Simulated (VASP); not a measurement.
The system is CdTe.

```
CELL_PARAMETERS angstrom
0.00000 3.27996 3.27996
3.27996 0.00000 3.27996
3.27996 3.27996 0.00000
ATOMIC_POSITIONS crystal
Cd 0.00000 0.00000 0.00000
Te 0.25000 0.25000 0.25000
```

Base run:

* Program: VASP 6.6.1
* Functional: PBE
* Potentials or basis: VASP PAW PBE potentials, release 64 (Cd, Te)
* Cutoff: 500 eV
* k mesh: 4 × 4 × 4
* Occupations: methfessel-paxton, width 0.05 eV
* Spin: no spin polarisation

Its results: band gap on the k mesh 0.65 eV, direct; pressure 1.3 GPa.

Problem. The run is repeated on the same cell with these changes: functional from PBE to PBEsol; occupations from methfessel-paxton, width 0.05 eV to gaussian, width 0.01 eV. What comes out?

Solution. Band gap on the k mesh 0.54 eV, direct; pressure -0.9 GPa.

Caveats: spin-orbit coupling is left out, which moves the levels of the heavy elements; the PAW data sets were made with another functional, which shifts forces and pressure a little (some runs).

